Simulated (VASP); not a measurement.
**Sb: single point with LDA**

Sb:

```
Sb
1.0
     2.15420    1.24373    3.75800
    -2.15420    1.24373    3.75800
     0.00000   -2.48746    3.75800
Sb
2
Direct
  0.23349 0.23349 0.23349
  0.76651 0.76651 0.76651
```

* Program: VASP 6.6.1
* Task: single point
* Functional: LDA
* Potentials or basis: VASP PAW LDA potentials, release 64 (Sb)
* Cutoff: 500 eV
* k mesh: 5 × 5 × 5
* Occupations: fermi-dirac, width 0.1 eV
* Spin: no spin polarisation
* Dipole correction: no
* Further INCAR settings: ALGO = Normal; EDIFF = 1e-06; NBANDS = 12

```yaml
Pressure: -1.0 GPa
Largest_force: 0.024 eV/Å
Band_gap_on_the_k_mesh: 0.39 eV, indirect (least direct gap 0.72 eV)
```

Forces in eV/Å, atoms in the order of the input:
```
Sb   0.000  0.000 -0.024
Sb   0.000  0.000  0.024
```

Stress tensor (GPa, compression positive):
```
-0.73  0.00  0.00
 0.00 -0.73  0.00
 0.00  0.00 -1.59
```

Levels at points of the mesh, in eV from the valence-band top:
```
           k point  band 2  band 3  band 4  band 5  band 6  band 7  band 8  band 9
(0.00, 0.00, 0.00)   -4.77   -1.93   -1.65   -1.65    2.20    2.81    2.81    5.21
```

Run time: 20 s on 1 thread of Intel Xeon 8259CL, on a shared host, peak memory 0.17 GiB.

Caveat: spin-orbit coupling is left out, which moves the levels of the heavy elements. A k mesh can miss the band edges.
